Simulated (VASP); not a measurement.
A run of VASP 6.6.1 is set up as follows.

Contents of INCAR:

```
PREC = Accurate
ENCUT = 520
EDIFF = 1E-7
ISMEAR = -1
SIGMA = 0.15
LREAL = F
LASPH = T
NELM = 80
ALGO = Fast
ISIF = 2
LWAVE = F
LCHARG = T
GGA = PE
LELF = T
LVHAR = T
NBANDS = 21
```

KPOINTS

```
Automatic mesh
0
Gamma
  18 18 10
```

File POSCAR:

```
Ru
1.0
    2.7222233240      0.0000000000      0.0000000000
   -1.3611116620      2.3575145533      0.0000000000
    0.0000000000      0.0000000000      4.2973135761
Ru
2
Direct
    0.3333333333      0.6666666667      0.2500000000
    0.6666666667      0.3333333333      0.7500000000
```

Potentials or basis: VASP PAW PBE potentials, release 64 (Ru_pv).

The run is started by

```sh
$ cat potpaw_PBE.64/Ru_pv/POTCAR > POTCAR
$ mpirun -np 1 vasp_std > vasp.out
```

(1) Estimate the band gap on the k mesh.

(2) Predict the pressure.

Results:

(1) zero (bands 14 and 15 overlap by 3.06 eV).

(2) -0.1 GPa.
